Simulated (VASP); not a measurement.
# TiAl (P4/mmm) in VASP: notebook, part 2 of 2

VASP 6.6.1.

### Step 4. Single point, r2SCAN (strain along c alone, the other axes held: -1.5 %)

Input file POSCAR:

```
TiAl
1.0
    2.8098424331      0.0000000000      0.0000000000
    0.0000000000      2.8098424331      0.0000000000
    0.0000000000      0.0000000000      4.0047807874
Ti Al
1 1
Direct
    0.5000000000      0.5000000000      0.5000000000
    0.0000000000      0.0000000000      0.0000000000
```

Input file INCAR.step1:

```
ALGO = Normal
EDIFF = 1E-4
ENCUT = 520
GGA = PE
ISMEAR = 0
LASPH = T
LCHARG = F
LREAL = F
LWAVE = T
NBANDS = 14
NELM = 100
PREC = Accurate
SIGMA = 0.1
```

Input file INCAR.step2:

```
ALGO = Normal
EDIFF = 1E-6
ENCUT = 520
ISIF = 2
ISMEAR = 0
ISTART = 1
LASPH = T
LCHARG = T
LELF = T
LMIXTAU = T
LREAL = F
LVHAR = T
LWAVE = F
METAGGA = R2SCAN
NBANDS = 14
NELM = 100
PREC = Accurate
SIGMA = 0.1
```

Input file KPOINTS:

```
k-points
0
Gamma
  18 18 14
```

Potentials or basis: VASP PAW PBE potentials, release 64 (Ti_sv, Al).

Run with:

```sh
$ cat potpaw_PBE.64/Ti_sv/POTCAR potpaw_PBE.64/Al/POTCAR > POTCAR
$ cp INCAR.step1 INCAR
$ mpirun -np 1 vasp_std > vasp.out
$ cp INCAR.step2 INCAR
$ mpirun -np 1 vasp_std > vasp.out
```

OUTCAR:

```text
EDIFF = 1E-6
   ENCUT = 520
   ISIF = 2
   ISMEAR = 0
   ISTART = 1
   LASPH = T
   LREAL = F
   METAGGA = R2SCAN
   NELM = 100
   PREC = Accurate

 ion  position               nearest neighbor table
   1  0.500  0.500  0.500-   2 2.82   2 2.82   2 2.82   2 2.82   2 2.82   2 2.82   2 2.82   2 2.82

   2  0.000  0.000  0.000-   1 2.82   1 2.82   1 2.82   1 2.82   1 2.82   1 2.82   1 2.82   1 2.82

  LATTYP: Found a simple tetragonal cell.
 ALAT       =     2.8098424331
 C/A-ratio  =     1.4252688123

  Lattice vectors:

 A1 = (   2.8098424331,   0.0000000000,   0.0000000000)
 A2 = (   0.0000000000,   2.8098424331,   0.0000000000)
 A3 = (   0.0000000000,   0.0000000000,   4.0047807874)

Analysis of symmetry for initial positions (statically):
=====================================================================
 Subroutine PRICEL returns:
 Original cell was already a primitive cell.

 Routine SETGRP: Setting up the symmetry group for a
 simple tetragonal supercell.

 Subroutine GETGRP returns: Found 16 space group operations
 (whereof 16 operations were pure point group operations)
 out of a pool of 16 trial point group operations.

The static configuration has the point symmetry D_4h.

Analysis of symmetry for dynamics (positions and initial velocities):
=====================================================================
 Subroutine PRICEL returns:
 Original cell was already a primitive cell.

 Routine SETGRP: Setting up the symmetry group for a
 simple tetragonal supercell.

 Subroutine GETGRP returns: Found 16 space group operations
 (whereof 16 operations were pure point group operations)
 out of a pool of 16 trial point group operations.

The dynamic configuration has the point symmetry D_4h.

 Subroutine INISYM returns: Found 16 space group operations
 (whereof 16 operations are pure point group operations),
 and found     1 'primitive' translations

----------------------------------------------------------------------------------------

                                     Primitive cell

  volume of cell :      31.6186

  direct lattice vectors                    reciprocal lattice vectors
     2.809842433  0.000000000  0.000000000     0.355891842  0.000000000  0.000000000
     0.000000000  2.809842433  0.000000000     0.000000000  0.355891842  0.000000000
     0.000000000  0.000000000  4.004780787     0.000000000  0.000000000  0.249701557

  length of vectors
     2.809842433  2.809842433  4.004780787     0.355891842  0.355891842  0.249701557

  position of ions in fractional coordinates (direct lattice)
     0.500000000  0.500000000  0.500000000
     0.000000000  0.000000000  0.000000000

  ion indices of the primitive-cell ions
   primitive index   ion index
                 1           1
                 2           2

----------------------------------------------------------------------------------------

 KPOINTS: k-points

Automatic generation of k-mesh.
 Grid dimensions read from file:
 generate k-points for:   18   18   14

 Generating k-lattice:

  Cartesian coordinates                     Fractional coordinates (reciprocal lattice)
     0.019771769  0.000000000  0.000000000     0.055555556  0.000000000  0.000000000
     0.000000000  0.019771769  0.000000000     0.000000000  0.055555556  0.000000000
     0.000000000  0.000000000  0.017835826     0.000000000  0.000000000  0.071428571

  Length of vectors
     0.019771769  0.019771769  0.017835826

  Shift w.r.t. Gamma in fractional coordinates (k-lattice)
     0.000000000  0.000000000  0.000000000

 Subroutine IBZKPT returns following result:
 ===========================================

 Found    440 irreducible k-points:

 Following reciprocal coordinates:
            Coordinates               Weight
  0.000000  0.000000  0.000000      1.000000
  0.055556  0.000000  0.000000      4.000000
  0.111111  0.000000  0.000000      4.000000
  0.166667  0.000000  0.000000      4.000000
  0.222222  0.000000  0.000000      4.000000
  0.277778  0.000000  0.000000      4.000000
[... 16 lines left out ...]
  0.277778  0.111111  0.000000      8.000000
  0.333333  0.111111  0.000000      8.000000
 [... further k-points ...]
   k-points           NKPTS =    440   k-points in BZ     NKDIM =    440   number of bands    NBANDS=     14
   number of dos      NEDOS =    301   number of ions     NIONS =      2
   total plane-waves  NPLWV =  17280
   dimension x,y,z NGX =    24 NGY =   24 NGZ =   30
   dimension x,y,z NGXF=    48 NGYF=   48 NGZF=   60
   ions per type =               1   1
   NGX,Y,Z   is equivalent  to a cutoff of  14.20, 14.20, 12.45 a.u.
   NGXF,Y,Z  is equivalent  to a cutoff of  28.40, 28.40, 24.91 a.u.
 SYSTEM =  unknown system
   PREC   = accura    normal or accurate (medium, high low for compatibility)
   ISTART =      1    job   : 0-new  1-cont  2-samecut
   ICHARG =      0    charge: 1-file 2-atom 10-const
   ISPIN  =      1    spin polarized calculation?
   LNONCOLLINEAR =      F non collinear calculations
   LSORBIT =      F    spin-orbit coupling
   LASPH  =      T    aspherical Exc in radial PAW
   ENCUT  =  520.0 eV  38.22 Ry    6.18 a.u.   5.22  5.22  7.45*2*pi/ulx,y,z
   NELM   =    100;   NELMIN=  2; NELMDL=  0     # of ELM steps
   EDIFF  = 0.1E-05   stopping-criterion for ELM
   LREAL  =      F    real-space projection
[... 7 lines left out ...]
   TEBEG  =    0.0;   TEEND  =   0.0 temperature during run
   PSTRESS=    0.0 pullay stress
   NELECT =      15.0000    total number of electrons
   NUPDOWN=      -1.0000    fix difference up-down
   EMIN   =  10.00;   EMAX   =-10.00  energy-range for DOS
   EFERMI =   0.00;   METHOD = LEGACY
   ISMEAR =     0;   SIGMA  =   0.10  broadening in eV -4-tet -1-fermi 0-gaus
   EFERMI_NEDOS =   21; number of points for ismear=-14 and -15
   IALGO  =     38    algorithm
   IMIX   =      4    mixing-type and parameters
     AMIX     =   0.40;   BMIX     =  1.00
     AMIX_MAG =   1.60;   BMIX_MAG =  1.00
  volume/ion in A,a.u.               =      15.81       106.69
  Fermi-wavevector in a.u.,A,eV,Ry     =   1.276804  2.412810 22.180617  1.630229
  Thomas-Fermi vector in A             =   2.409440
   LORBIT       =      0    0 simple, 1 ext, 2 COOP (PROOUT), +10 PAW based schemes
   METAGGA = R2SCAN    functional components
   LHFCALC =     F    Hartree Fock is set to
   AEXX    =    0.0000 exact exchange contribution
   IVDW    =     0    specifies the selected vdW correction
   LEPSILON=     F    determine dielectric tensor
   LRPA    =     F    only Hartree local field effects (RPA)
 non-spin polarized calculation
 Gauss-broadening in eV      SIGMA  =   0.10
  energy-cutoff  :      520.00
  volume of cell :       31.62
 maximum number of plane-waves:       888
 NGX is ok and might be reduce to    24
   NGX = 11   NGY = 11   NGZ = 15

 number of electron      14.9999993 magnetization

 Free energy of the ion-electron system (eV)
  ---------------------------------------------------
  ext. energy  EPLUGINS =         0.00000000
  ---------------------------------------------------
  free energy    TOTEN  =       -20.59030407 eV

  energy without entropy =      -20.58242164  energy(sigma->0) =      -20.58636286

 E-fermi :   8.6084     XC(G=0): -11.9668

 val. band max:        8.6083154926   @ k =   0.5000   0.3889   0.1429
 cond. band min:       8.6091036006   @ k =   0.1667   0.0556   0.2143
 fundamental gap:      0.0007881080
 Fermi energy:         8.6084008397

 k-point     1 :       0.0000    0.0000    0.0000
  band No.  band energies     occupation
      1     -50.3055      2.00000
      2     -25.6820      2.00000
      3     -25.1902      2.00000
      4     -25.1902      2.00000
      5      -1.0964      2.00000
      6       6.6169      2.00000
      7       7.6121      2.00000
      8       8.2568      2.00000
      9      11.0060      0.00000
     10      11.0060      0.00000
     11      12.3623      0.00000
     12      15.4787      0.00000
     13      17.5486      0.00000
     14      17.5486      0.00000
[... 375 lines left out ...]
 k-point    24 :       0.3333    0.1111    0.0000
  band No.  band energies     occupation
      1     -50.2490      2.00000
      2     -25.6262      2.00000
      3     -25.5813      2.00000
      4     -25.2165      2.00000
      5       1.3755      2.00000
      6       6.6700      2.00000
      7       7.2428      2.00000
      8       8.1432      2.00000
      9      10.5904      0.00000
     10      10.7085      0.00000
     11      12.3879      0.00000
     12      13.6939      0.00000
     13      15.3750      0.00000
     14      17.7274      0.00000

 [... further k-points ...]
[... 5 lines left out ...]
  --------------------------------------------------------------------------------------
  -------------------------------------------------------------------------------------
  Total        0.3121596      0.3121596      0.5985272      0.0000000     -0.0000000      0.0000000
  in kB       15.8177448     15.8177448     30.3285613      0.0000000     -0.0000000      0.0000000
  external PRESSURE =      20.6546836 kB  Pullay stress =       0.0000000 kB

 VOLUME and BASIS-vectors are now :
 -----------------------------------------------------------------------------
  energy-cutoff  :      520.00
  volume of cell :       31.62
      direct lattice vectors                 reciprocal lattice vectors
     2.809842433  0.000000000  0.000000000     0.355891842  0.000000000  0.000000000
     0.000000000  2.809842433  0.000000000     0.000000000  0.355891842  0.000000000
     0.000000000  0.000000000  4.004780787     0.000000000  0.000000000  0.249701557

 POSITION                                       TOTAL-FORCE (eV/Angst)
 -----------------------------------------------------------------------------------
      1.40492      1.40492      2.00239         0.000000      0.000000      0.000000
      0.00000      0.00000      0.00000         0.000000      0.000000      0.000000
 -----------------------------------------------------------------------------------
    total drift:                                0.000000      0.000000     -0.000000

  FREE ENERGIE OF THE ION-ELECTRON SYSTEM (eV)
  ---------------------------------------------------
  free  energy   TOTEN  =       -20.5903040718 eV

  energy  without entropy=      -20.5824216439  energy(sigma->0) =      -20.58636286
```

OSZICAR.step1:

```text
N       E                     dE             d eps       ncg     rms          rms(c)
DAV:   1     0.112552371506E+03    0.11255E+03   -0.71860E+03 12352   0.108E+03
DAV:   2    -0.388898095621E+01   -0.11644E+03   -0.11190E+03 12770   0.311E+02
DAV:   3    -0.133177278138E+02   -0.94287E+01   -0.91889E+01 21268   0.767E+01
DAV:   4    -0.139473318275E+02   -0.62960E+00   -0.62831E+00 14738   0.154E+01
DAV:   5    -0.139657636395E+02   -0.18432E-01   -0.18427E-01 17354   0.268E+00    0.990E+00
DAV:   6    -0.125477028396E+02    0.14181E+01   -0.55320E+00 14424   0.303E+01    0.342E+00
DAV:   7    -0.124005417757E+02    0.14716E+00   -0.58292E-01 13444   0.938E+00    0.203E+00
DAV:   8    -0.123918325489E+02    0.87092E-02   -0.12434E-01 15368   0.405E+00    0.744E-01
DAV:   9    -0.123874994648E+02    0.43331E-02   -0.36223E-02 13674   0.276E+00    0.379E-01
DAV:  10    -0.123865927364E+02    0.90673E-03   -0.26671E-03 14822   0.660E-01    0.116E-01
DAV:  11    -0.123864444953E+02    0.14824E-03   -0.11915E-03 15014   0.401E-01    0.669E-02
DAV:  12    -0.123864350933E+02    0.94020E-05   -0.60132E-05  7920   0.992E-02
   1 F= -.12386435E+02 E0= -.12381969E+02  d E =-.893238E-02
```

It took 4.8 min on 1 thread of Intel Xeon 6975P-C (Granite Rapids), shared host; peak memory 0.32 GiB.

What came out:

```
Free energy            : -20.5903 eV
Pressure               : 2.1 GPa
Band gap on the k mesh : zero (an odd number of electrons rules out a gap without spin polarisation)
```

Stress tensor (GPa, compression positive):
```
1.58 0.00 0.00
0.00 1.58 0.00
0.00 0.00 3.03
```

Caveat: the cell differs from its parent crystal (strain along c alone, the other axes held: -1.5 %); the PAW data sets were made with another functional, which shifts forces and pressure a little.

### Step 5. Single point, r2SCAN (strain along c alone, the other axes held: +1.5 %)

POSCAR, as its differences from that of step 4:

```diff
@@ -4,3 +4,3 @@
     0.0000000000      2.8098424331      0.0000000000
-    0.0000000000      0.0000000000      4.0047807874
+    0.0000000000      0.0000000000      4.1267538063
 Ti Al
```

Input file INCAR.step1:

```
PREC = Accurate
ENCUT = 520
ISMEAR = 0
SIGMA = 0.1
LREAL = F
LASPH = T
NELM = 100
NBANDS = 14
GGA = PE
ALGO = Normal
EDIFF = 1E-4
LWAVE = T
LCHARG = F
```

Input file INCAR.step2:

```
PREC = Accurate
ENCUT = 520
EDIFF = 1E-7
ISMEAR = 0
SIGMA = 0.1
LREAL = F
LASPH = T
NELM = 100
ALGO = Normal
ISIF = 2
LWAVE = F
LCHARG = T
METAGGA = R2SCAN
LMIXTAU = T
LELF = T
LVHAR = T
NBANDS = 14
ISTART = 1
```

Input file KPOINTS:

```
regular mesh
0
Gamma
  18 18 14
```

Run with:

```sh
$ cat potpaw_PBE.64/Ti_sv/POTCAR potpaw_PBE.64/Al/POTCAR > POTCAR
$ cp INCAR.step1 INCAR
$ mpirun -np 1 vasp_std > vasp.out
$ cp INCAR.step2 INCAR
$ mpirun -np 1 vasp_std > vasp.out
```

Run time: 5.8 min. Hardware: 1 thread of Intel Xeon 6975P-C (Granite Rapids), shared host; peak memory 0.33 GiB.

It converged, with:

| Item | Value |
| --- | --- |
| Free energy | -20.5918 eV |
| Pressure | -1.6 GPa |
| Band gap on the k mesh | zero (an odd number of electrons rules out a gap without spin polarisation) |

Stress tensor (GPa, compression positive):
```
-1.04  0.00  0.00
 0.00 -1.04  0.00
 0.00  0.00 -2.62
```

Levels at points of the mesh, in eV from the Fermi level:
| k point | band 6 | band 7 | band 8 | band 9 | band 10 | band 11 |
| --- | --- | --- | --- | --- | --- | --- |
| (0.00, 0.00, 0.00) | -2.01 | -0.95 | -0.72 | 2.39 | 2.39 | 3.74 |
| (0.50, 0.00, 0.00) | -4.77 | -1.84 | -0.27 | 2.11 | 2.77 | 4.53 |
| (0.50, 0.50, 0.00) | -0.52 | -0.52 | -0.35 | -0.19 | -0.19 | 4.38 |
| (0.00, 0.00, 0.50) | -5.65 | -0.79 | 0.66 | 2.06 | 2.06 | 3.75 |
| (0.50, 0.00, 0.50) | -3.30 | -1.35 | -1.30 | 1.48 | 2.15 | 2.56 |
| (0.50, 0.50, 0.50) | -2.33 | -2.33 | 2.16 | 2.33 | 2.66 | 4.30 |

Caveat: the cell differs from its parent crystal (strain along c alone, the other axes held: +1.5 %); the PAW data sets were made with another functional, which shifts forces and pressure a little.

### Step 6. Single point, r2SCAN (biaxial strain in the a-b plane: -3.0 %, then relaxed in part)

Input file POSCAR:

```
TiAl
1.0
    2.7255471601      0.0000000000      0.0000000000
    0.0000000000      2.7255471601      0.0000000000
    0.0000000000      0.0000000000      4.1801881607
Ti Al
1 1
Direct
    0.5000000000      0.5000000000      0.5000000000
    0.0000000000      0.0000000000      0.0000000000
```

Input file INCAR.step1:

```
PREC = Accurate
ENCUT = 520
ISMEAR = 0
SIGMA = 0.1
LREAL = False
LASPH = True
NELM = 60
NBANDS = 14
GGA = PE
ALGO = Normal
EDIFF = 1E-4
LWAVE = True
LCHARG = False
```

Input file INCAR.step2:

```
PREC = Accurate
ENCUT = 520
EDIFF = 1E-7
ISMEAR = 0
SIGMA = 0.1
LREAL = False
LASPH = True
NELM = 60
ALGO = Normal
ISIF = 2
LWAVE = False
LCHARG = False
METAGGA = R2SCAN
LMIXTAU = True
NBANDS = 14
ISTART = 1
```

KPOINTS is that of step 5.

Potentials or basis: VASP PAW PBE potentials, release 64 (Ti_sv, Al).

Run with:

```sh
$ cat potpaw_PBE.64/Ti_sv/POTCAR potpaw_PBE.64/Al/POTCAR > POTCAR
$ cp INCAR.step1 INCAR
$ mpirun -np 1 vasp_std > vasp.out
$ cp INCAR.step2 INCAR
$ mpirun -np 1 vasp_std > vasp.out
```

Run time: 8.6 min. Hardware: 1 thread of AMD EPYC 7R13 (Zen 3), shared host; peak memory 0.28 GiB.

The run converged. Its results:

```
Free energy            : -20.5555 eV
Pressure               : 4.5 GPa
Band gap on the k mesh : zero (an odd number of electrons rules out a gap without spin polarisation)
```

Stress tensor (GPa, compression positive):
```
6.72 0.00 0.00
0.00 6.72 0.00
0.00 0.00 0.14
```

Levels at points of the mesh, in eV from the Fermi level:
```tsv
k point	band 6	band 7	band 8	band 9	band 10	band 11
(0.00, 0.00, 0.00)	-2.23	-1.15	-1.03	2.65	2.65	4.11
(0.50, 0.00, 0.00)	-4.66	-2.10	-0.32	2.32	3.06	4.85
(0.50, 0.50, 0.00)	-0.31	-0.31	-0.28	-0.27	-0.27	4.86
(0.00, 0.00, 0.50)	-5.82	-0.90	0.38	2.37	2.37	4.11
(0.50, 0.00, 0.50)	-3.50	-1.30	-1.21	1.35	2.35	2.89
(0.50, 0.50, 0.50)	-2.30	-2.30	2.43	2.64	2.64	4.70
```

Caveat: the cell differs from its parent crystal (biaxial strain in the a-b plane: -3.0 %, then relaxed in part); the stress differs along the axes, from 0 to 7 GPa; the PAW data sets were made with another functional, which shifts forces and pressure a little.

### Step 7. Summary

| cell | gap on the mesh (eV) | pressure (GPa) |
| --- | --- | --- |
| a = 2.810, b = 2.810, c = 3.883 Å, 2 atoms | none | 6.2 |
| a = 2.810, b = 2.810, c = 3.944 Å, 2 atoms | none | 4.1 |
| a = 2.810, b = 2.810, c = 4.005 Å, 2 atoms | none | 2.1 |
| a = 2.810, b = 2.810, c = 4.127 Å, 2 atoms | none | -1.6 |
| a = 2.726, b = 2.726, c = 4.180 Å, 2 atoms | none | 4.5 |

Alike in all rows: task single point; level r2SCAN; potentials or basis VASP PAW PBE potentials, release 64 (Ti_sv, Al); no spin polarisation; k mesh 18 × 18 × 14; cutoff (eV) 520; smearing gaussian 0.1 eV.

Caveats: the PAW data sets were made with another functional, which shifts forces and pressure a little; the cell stands under pressure (at least some runs); the stress differs along the axes, from 0 to 7 GPa (at least some runs).

Absolute energies hang on the potentials; compare differences alone.
